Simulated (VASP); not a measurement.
**KCaLaFeO6: single point with PBE+U**

KCaLaFeO6:

```
CELL_PARAMETERS angstrom
0.00000 4.05017 4.05017
4.05017 0.00000 4.05017
4.05017 4.05017 0.00000
ATOMIC_POSITIONS crystal
K 0.25000 0.25000 0.25000
Ca 0.00000 0.00000 0.00000
La 0.75000 0.75000 0.75000
Fe 0.50000 0.50000 0.50000
O 0.72694 0.27306 0.27306
O 0.27306 0.27306 0.72694
O 0.72694 0.72694 0.27306
O 0.72694 0.27306 0.72694
O 0.27306 0.72694 0.27306
O 0.27306 0.72694 0.72694
```

```json
{
 "Program": "VASP 6.6.1",
 "Task": "single point",
 "Functional": "PBE",
 "Potentials or basis": "VASP PAW PBE potentials, release 64 (K_sv, Ca_sv, La, Fe, O)",
 "Cutoff": "600 eV",
 "k mesh": "6 × 6 × 6",
 "Occupations": "fermi-dirac, width 0.15 eV",
 "Spin": "collinear spin, ferromagnetic start",
 "Starting moments": "[0.0, 0.0, 0.0, 2.4, 0.0, 0.0, 0.0, 0.0, 0.0, 0.0] μB",
 "Hubbard terms": "Fe d U = 2.0 eV"
}
```

```
Pressure                                              : 0.2 GPa
Largest force                                         : 0.003 eV/Å
Net moment                                            : 3.85 μB per cell
Site moments                                          : K +0.01; Ca -0.02; La +0.01; Fe +2.48; O +0.17 μB
Valence electrons inside the program's atomic spheres : K 7.60; Ca 8.34; La 8.24; Fe 7.49; O 4.96
```

Forces in eV/Å, atoms in the order of the input:
```
K    0.000  0.000  0.000
Ca   0.000  0.000  0.000
La   0.000  0.000  0.000
Fe   0.000  0.000  0.000
O   -0.003  0.000  0.000
O    0.000  0.000 -0.003
O    0.000  0.000  0.003
O    0.000  0.003  0.000
O    0.000 -0.003  0.000
O    0.003  0.000  0.000
```

Levels at points of the mesh, in eV from the Fermi level:
Spin up:
```
           k point  band 36  band 37  band 38  band 39  band 40  band 41  band 42  band 43
(0.00, 0.00, 0.00)    -0.59    -0.29    -0.29    -0.29     1.77     1.77     3.03     3.04
(0.50, 0.00, 0.00)    -1.03    -0.76    -0.76    -0.57     2.27     2.27     2.96     2.99
(0.50, 0.50, 0.00)    -1.06    -0.81    -0.81    -0.32     1.50     1.76     2.96     2.98
```
Spin down:
| k point | band 31 | band 32 | band 33 | band 34 | band 35 | band 36 | band 37 | band 38 | band 39 | band 40 |
| --- | --- | --- | --- | --- | --- | --- | --- | --- | --- | --- |
| (0.00, 0.00, 0.00) | -0.33 | -0.33 | -0.33 | 0.25 | 0.25 | 0.25 | 1.19 | 1.19 | 1.19 | 2.94 |
| (0.50, 0.00, 0.00) | -0.83 | -0.76 | -0.76 | -0.26 | -0.26 | -0.01 | 1.32 | 1.43 | 1.43 | 2.97 |
| (0.50, 0.50, 0.00) | -1.37 | -0.86 | -0.86 | -0.56 | -0.56 | 0.21 | 0.94 | 1.64 | 1.64 | 2.66 |

Eigenvalues of the final occupation matrices:
```
    site  spin  trace               eigenvalues
site 4 d     1   4.26  0.65 0.65 0.99 0.99 0.99
site 4 d     2   1.80  0.25 0.25 0.25 0.53 0.53
```

Run time: 7.2 min on 1 thread of Intel(R) Xeon(R) Platinum 8488C (Sapphire Rapids), on a shared host, peak memory 0.58 GiB.

Caveat: spin-orbit coupling is left out, which moves the levels of the heavy elements; a cell with one magnetic atom can't hold antiferromagnetic order, which such compounds often take. The state reached can hang on the start; a lower one may exist.
